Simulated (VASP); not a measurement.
Wanted: the native input for a VASP 6.6.1 run.

```yaml
Task: single point
Functional: r2SCAN
Potentials_or_basis: VASP PAW PBE potentials, release 64 (Sc_sv)
Cutoff: 520 eV
k_mesh: 11 × 11 × 6
Occupations: gaussian, width 0.1 eV
Spin: no spin polarisation
Dipole_correction: no
Further_INCAR_settings: ALGO = Normal; EDIFF = 1e-06; NBANDS = 18
```

The system is Sc.

```
Sc
1.0
     3.32807    0.00000    0.00000
    -1.66404    2.88219    0.00000
     0.00000    0.00000    5.21215
Sc
2
Direct
  0.33333 0.66667 0.25000
  0.66667 0.33333 0.75000
```

One way to write it, as run:

POSCAR

```
Sc
1.0
    3.3280716152      0.0000000000      0.0000000000
   -1.6640358076      2.8821945644      0.0000000000
    0.0000000000      0.0000000000      5.2121495536
Sc
2
Direct
    0.3333333333      0.6666666667      0.2500000000
    0.6666666667      0.3333333333      0.7500000000
```

INCAR.step1

```
SYSTEM = Sc
ALGO = Normal
EDIFF = 1E-4
ENCUT = 520
GGA = PE
ISMEAR = 0
LASPH = .TRUE.
LCHARG = .FALSE.
LREAL = .FALSE.
LWAVE = .TRUE.
NBANDS = 18
NELM = 60
PREC = Accurate
SIGMA = 0.1
```

INCAR.step2

```
SYSTEM = Sc
ALGO = Normal
EDIFF = 1E-6
ENCUT = 520
ISIF = 2
ISMEAR = 0
ISTART = 1
LASPH = .TRUE.
LCHARG = .FALSE.
LMIXTAU = .TRUE.
LREAL = .FALSE.
LWAVE = .FALSE.
METAGGA = R2SCAN
NBANDS = 18
NELM = 60
PREC = Accurate
SIGMA = 0.1
```

KPOINTS

```
k-points
0
G
  11 11 6
  0 0 0
```

Potentials or basis: VASP PAW PBE potentials, release 64 (Sc_sv).

Run with:

```bash
$ cat potpaw_PBE.64/Sc_sv/POTCAR > POTCAR
$ cp INCAR.step1 INCAR
$ mpirun -np 1 vasp_std > vasp.out
$ cp INCAR.step2 INCAR
$ mpirun -np 1 vasp_std > vasp.out
```

Results of the run:

| Item | Value |
| --- | --- |
| Pressure | 0.0 GPa |
| Band gap on the k mesh | zero (bands 11 and 12 overlap by 1.52 eV) |

Caveat: the PAW data sets were made with another functional, which shifts forces and pressure a little.

Run time: 93 s on 1 thread of Intel(R) Xeon(R) 6975P-C (Granite Rapids), on a shared host, peak memory 0.2 GiB.
